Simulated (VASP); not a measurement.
# SnTe3 (Fm-3m) in VASP: notebook, part 2 of 2

VASP 6.6.1.

### Step 3. Single point, LDA

Input file INCAR:

```
  ALGO = Normal
  EDIFF = 1E-6
  ENCUT = 520
  GGA = CA
  ISIF = 2
  ISMEAR = -1
  LASPH = T
  LCHARG = F
  LREAL = F
  LWAVE = F
  NBANDS = 24
  NELM = 60
  PREC = Accurate
  SIGMA = 0.05
```

Input file KPOINTS:

```
k-points
0
Gamma
  4 4 4
```

Input file POSCAR:

```
SnTe3
1.0
    0.0000000000      3.8612190000      3.8612190000
    3.8612190000      0.0000000000      3.8612190000
    3.8612190000      3.8612190000      0.0000000000
Sn Te
1 3
Direct
    0.0000000000      0.0000000000      0.0000000000
    0.2500000000      0.2500000000      0.2500000000
    0.7500000000      0.7500000000      0.7500000000
    0.5000000000      0.5000000000      0.5000000000
```

Potentials or basis: VASP PAW LDA potentials, release 64 (Sn_d, Te).

Started as:

```console
cat potpaw_LDA.64/Sn_d/POTCAR potpaw_LDA.64/Te/POTCAR > POTCAR
mpirun -np 1 vasp_std > vasp.out
```

OUTCAR:

```text
EDIFF = 1E-6
   ENCUT = 520
   GGA = CA
   ISIF = 2
   ISMEAR = -1
   LASPH = T
   LREAL = F
   NELM = 60
   PREC = Accurate

 ion  position               nearest neighbor table
   1  0.000  0.000  0.000-   3 3.34   3 3.34   3 3.34   2 3.34   3 3.34   2 3.34   2 3.34   2 3.34

   2  0.250  0.250  0.250-   1 3.34   1 3.34   1 3.34   1 3.34   4 3.34   4 3.34   4 3.34   4 3.34

   3  0.750  0.750  0.750-   4 3.34   4 3.34   4 3.34   1 3.34   4 3.34   1 3.34   1 3.34   1 3.34

   4  0.500  0.500  0.500-   2 3.34   2 3.34   2 3.34   2 3.34   3 3.34   3 3.34   3 3.34   3 3.34

  LATTYP: Found a face centered cubic cell.
 ALAT       =     7.7224380000

  Lattice vectors:

 A1 = (   0.0000000000,   3.8612190000,   3.8612190000)
 A2 = (   3.8612190000,   0.0000000000,   3.8612190000)
 A3 = (   3.8612190000,   3.8612190000,   0.0000000000)

Analysis of symmetry for initial positions (statically):
=====================================================================
 Subroutine PRICEL returns:
 Original cell was already a primitive cell.

 Routine SETGRP: Setting up the symmetry group for a
[... 154 lines left out ...]

 E-fermi :   7.5928     XC(G=0): -10.2144

 val. band max:        7.5898591527   @ k =   0.2500   0.2500   0.0000
 cond. band min:       7.5978864539   @ k =   0.5000   0.5000   0.0000
 fundamental gap:      0.0080273012
 Fermi energy:         7.5928004795

 k-point     1 :       0.0000    0.0000    0.0000
  band No.  band energies     occupation
      1     -13.9615      2.00000
      2     -13.9615      2.00000
      3     -13.9615      2.00000
      4     -13.9561      2.00000
      5     -13.9561      2.00000
      6      -5.9274      2.00000
[... 205 lines left out ...]
     23      14.2818      0.00000
     24      14.6156      0.00000

------------------------ aborting loop because EDIFF is reached ----------------------------------------

  FORCE on cell =-STRESS in cart. coord.  units (eV):
  Direction    XX          YY          ZZ          XY          YZ          ZX
  --------------------------------------------------------------------------------------
  -------------------------------------------------------------------------------------
  Total       -2.5424294     -2.5424294     -2.5424294      0.0000000      0.0000000      0.0000000
  in kB      -35.3798663    -35.3798663    -35.3798663      0.0000000      0.0000000      0.0000000
  external PRESSURE =     -35.3798663 kB  Pullay stress =       0.0000000 kB

 VOLUME and BASIS-vectors are now :
 -----------------------------------------------------------------------------
  energy-cutoff  :      520.00
  volume of cell :      115.13
      direct lattice vectors                 reciprocal lattice vectors
     0.000000000  3.861219000  3.861219000    -0.129492785  0.129492785  0.129492785
     3.861219000  0.000000000  3.861219000     0.129492785 -0.129492785  0.129492785
     3.861219000  3.861219000  0.000000000     0.129492785  0.129492785 -0.129492785

 POSITION                                       TOTAL-FORCE (eV/Angst)
 -----------------------------------------------------------------------------------
      0.00000      0.00000      0.00000        -0.000000      0.000000      0.000000
      1.93061      1.93061      1.93061         0.000000      0.000000      0.000000
      5.79183      5.79183      5.79183        -0.000000     -0.000000     -0.000000
      3.86122      3.86122      3.86122        -0.000000      0.000000      0.000000
 -----------------------------------------------------------------------------------
    total drift:                               -0.000000      0.000000      0.000000

  FREE ENERGIE OF THE ION-ELECTRON SYSTEM (eV)
  ---------------------------------------------------
  free  energy   TOTEN  =       -15.3864474685 eV

  energy  without entropy=      -15.3418550310  energy(sigma->0) =      -15.36415125
```

OSZICAR:

```text
N       E                     dE             d eps       ncg     rms          rms(c)
DAV:   1     0.229053175867E+03    0.22905E+03   -0.13331E+04   384   0.135E+03
DAV:   2     0.989634116252E+01   -0.21916E+03   -0.20563E+03   408   0.344E+02
DAV:   3    -0.144540501864E+02   -0.24350E+02   -0.23252E+02   472   0.103E+02
DAV:   4    -0.154316171587E+02   -0.97757E+00   -0.97387E+00   440   0.218E+01
DAV:   5    -0.154702857012E+02   -0.38669E-01   -0.38666E-01   584   0.461E+00    0.103E+01
DAV:   6    -0.153917721704E+02    0.78514E-01   -0.19298E-01   488   0.232E+00    0.635E+00
DAV:   7    -0.153870267419E+02    0.47454E-02   -0.47896E-02   504   0.121E+00    0.208E+00
DAV:   8    -0.153865867490E+02    0.43999E-03   -0.43038E-03   424   0.329E-01    0.400E-01
DAV:   9    -0.153864709820E+02    0.11577E-03   -0.69126E-04   552   0.209E-01    0.238E-01
DAV:  10    -0.153864533891E+02    0.17593E-04   -0.10540E-04   472   0.702E-02    0.538E-02
DAV:  11    -0.153864479521E+02    0.54370E-05   -0.24611E-05   512   0.532E-02    0.396E-02
DAV:  12    -0.153864474685E+02    0.48363E-06   -0.22202E-06   384   0.846E-03
   1 F= -.15386447E+02 E0= -.15364151E+02  d E =-.445924E-01
```

stdout:

```text
POSCAR found type information on POSCAR SnTe
 POSCAR found :  2 types and       4 ions
 scaLAPACK will be used
 LDA part: xc-table for (Slater(with rela. corr.)+CA(PZ))
 , standard interpolation
 POSCAR, INCAR and KPOINTS ok, starting setup
 FFT: planning ... GRIDC
 FFT: planning ... GRID_SOFT
 FFT: planning ... GRID
 WAVECAR not read
 entering main loop
```

Run time: 18 s. Hardware: 1 thread of Intel Xeon Platinum 8559C (Emerald Rapids), shared host; peak memory 0.21 GiB.

Results:

```yaml
Free_energy: -15.3864 eV
Pressure: -3.5 GPa
Band_gap_on_the_k_mesh: zero (band 16 reaches 7.94 eV, above the bottom of band 17 at 5.72 eV)
```

Levels at points of the mesh, in eV from the Fermi level:
| k point | band 12 | band 13 | band 14 | band 15 | band 16 | band 17 | band 18 | band 19 | band 20 | band 21 |
| --- | --- | --- | --- | --- | --- | --- | --- | --- | --- | --- |
| (0.00, 0.00, 0.00) | -3.33 | -3.31 | -3.31 | -3.31 | -1.88 | -1.88 | -1.88 | 3.08 | 3.08 | 3.97 |
| (0.50, 0.00, 0.00) | -3.44 | -3.44 | -2.10 | -1.98 | 0.34 | 0.34 | 1.21 | 1.74 | 1.74 | 3.22 |
| (0.50, 0.50, 0.00) | -1.62 | -1.02 | -0.61 | -0.61 | 0.01 | 0.11 | 0.11 | 2.00 | 3.19 | 3.19 |

Caveat: spin-orbit coupling is left out, which moves the levels of the heavy elements.

### Step 4. Single point, BLYP

Input file INCAR:

```
PREC = Accurate
ENCUT = 520
EDIFF = 1E-6
ISMEAR = -1
SIGMA = 0.05
LREAL = False
LASPH = True
NELM = 80
ALGO = Normal
ISIF = 2
LWAVE = False
LCHARG = True
GGA = B5
ALDAX = 1.0
AGGAX = 1.0
AGGAC = 1.0
ALDAC = 0.0
LELF = True
LVHAR = True
NBANDS = 24
```

Input file KPOINTS:

```
regular mesh
0
Gamma
  4 4 4
```

POSCAR is that of step 3.

Potentials or basis: VASP PAW PBE potentials, release 64 (Sn_d, Te).

Started as:

```console
cat potpaw_PBE.64/Sn_d/POTCAR potpaw_PBE.64/Te/POTCAR > POTCAR
mpirun -np 1 vasp_std > vasp.out
```

Run time: 43 s. Hardware: 1 thread of Intel Xeon Platinum 8559C (Emerald Rapids), shared host; peak memory 0.25 GiB.

Results (log left out):

- Free energy: -9.4508 eV
- Pressure: 5.9 GPa
- Band gap on the k mesh: zero (band 16 reaches 8.58 eV, above the bottom of band 17 at 6.38 eV)

Levels at points of the mesh, in eV from the Fermi level:
```tsv
k point	band 14	band 15	band 16	band 17	band 18	band 19
(0.00, 0.00, 0.00)	-3.24	-3.24	-1.84	-1.84	-1.84	3.40
(0.50, 0.00, 0.00)	-2.12	-1.95	0.36	0.36	1.16	1.82
(0.50, 0.50, 0.00)	-0.63	-0.63	-0.04	0.09	0.09	1.99
```

Caveat: the PAW data sets were made with another functional, which shifts forces and pressure a little; spin-orbit coupling is left out, which moves the levels of the heavy elements.

### Step 5. Single point, r2SCAN

POSCAR is that of step 4.

Input file INCAR.step1:

```
SYSTEM = SnTe3
PREC     = Accurate       ! precision mode
ENCUT    = 520            ! plane-wave cutoff, eV
ISMEAR   = -1             ! smearing method
SIGMA    = 0.05           ! smearing width, eV
LREAL    = .False.        ! projectors in reciprocal space
LASPH    = .True.         ! aspherical terms in the spheres
NELM     = 100            ! most SCF steps
NBANDS   = 24             ! bands
GGA      = PE             ! functional
ALGO     = Normal         ! electronic algorithm
EDIFF    = 1E-4           ! SCF threshold, eV
LWAVE    = .True.         ! write WAVECAR
LCHARG   = .False.        ! write CHGCAR
```

Input file INCAR.step2:

```
SYSTEM = SnTe3
PREC     = Accurate       ! precision mode
ENCUT    = 520            ! plane-wave cutoff, eV
EDIFF    = 1E-6           ! SCF threshold, eV
ISMEAR   = -1             ! smearing method
SIGMA    = 0.05           ! smearing width, eV
LREAL    = .False.        ! projectors in reciprocal space
LASPH    = .True.         ! aspherical terms in the spheres
NELM     = 100            ! most SCF steps
ALGO     = Normal         ! electronic algorithm
ISIF     = 2              ! what is computed and relaxed
LWAVE    = .False.        ! write WAVECAR
LCHARG   = .False.        ! write CHGCAR
METAGGA  = R2SCAN         ! meta-GGA
LMIXTAU  = .True.       
NBANDS   = 24             ! bands
ISTART   = 1
```

Input file KPOINTS:

```
regular mesh
0
Gamma
  4 4 4
  0 0 0
```

Started as:

```console
cat potpaw_PBE.64/Sn_d/POTCAR potpaw_PBE.64/Te/POTCAR > POTCAR
cp INCAR.step1 INCAR
mpirun -np 1 vasp_std > vasp.out
cp INCAR.step2 INCAR
mpirun -np 1 vasp_std > vasp.out
```

Run time: 85 s. Hardware: 1 thread of Intel Xeon Platinum 8559C (Emerald Rapids), shared host; peak memory 0.29 GiB.

It converged, with:

| Property | Result |
| --- | --- |
| Free energy | -99.9511 eV |
| Pressure | 0.4 GPa |
| Band gap on the k mesh | zero (band 16 reaches 8.04 eV, above the bottom of band 17 at 5.69 eV) |

Levels at points of the mesh, in eV from the Fermi level:
| k point | band 12 | band 13 | band 14 | band 15 | band 16 | band 17 | band 18 | band 19 | band 20 | band 21 |
| --- | --- | --- | --- | --- | --- | --- | --- | --- | --- | --- |
| (0.00, 0.00, 0.00) | -3.52 | -3.47 | -3.47 | -3.47 | -1.97 | -1.97 | -1.97 | 3.51 | 3.51 | 4.28 |
| (0.50, 0.00, 0.00) | -3.60 | -3.60 | -2.15 | -2.00 | 0.37 | 0.37 | 1.29 | 1.94 | 1.94 | 3.51 |
| (0.50, 0.50, 0.00) | -1.55 | -0.90 | -0.72 | -0.72 | -0.07 | 0.09 | 0.09 | 2.20 | 3.50 | 3.50 |

Caveat: the PAW data sets were made with another functional, which shifts forces and pressure a little; spin-orbit coupling is left out, which moves the levels of the heavy elements.

### Step 6. The runs side by side

```csv
level,potentials or basis,gap on the mesh (eV),pressure (GPa)
revPBE,"VASP PAW PBE potentials, release 64 (Sn_d, Te)",none,1.3
LDA,"VASP PAW LDA potentials, release 64 (Sn_d, Te)",none,-3.5
BLYP,"VASP PAW PBE potentials, release 64 (Sn_d, Te)",none,5.9
r2SCAN,"VASP PAW PBE potentials, release 64 (Sn_d, Te)",none,0.4
```

Alike in all rows: task single point; no spin polarisation; cell as given; k mesh 4 × 4 × 4; cutoff (eV) 520; smearing fermi-dirac 0.05 eV.

Caveats: spin-orbit coupling is left out, which moves the levels of the heavy elements; the PAW data sets were made with another functional, which shifts forces and pressure a little (some runs).

Absolute energies hang on the potentials; compare differences alone.
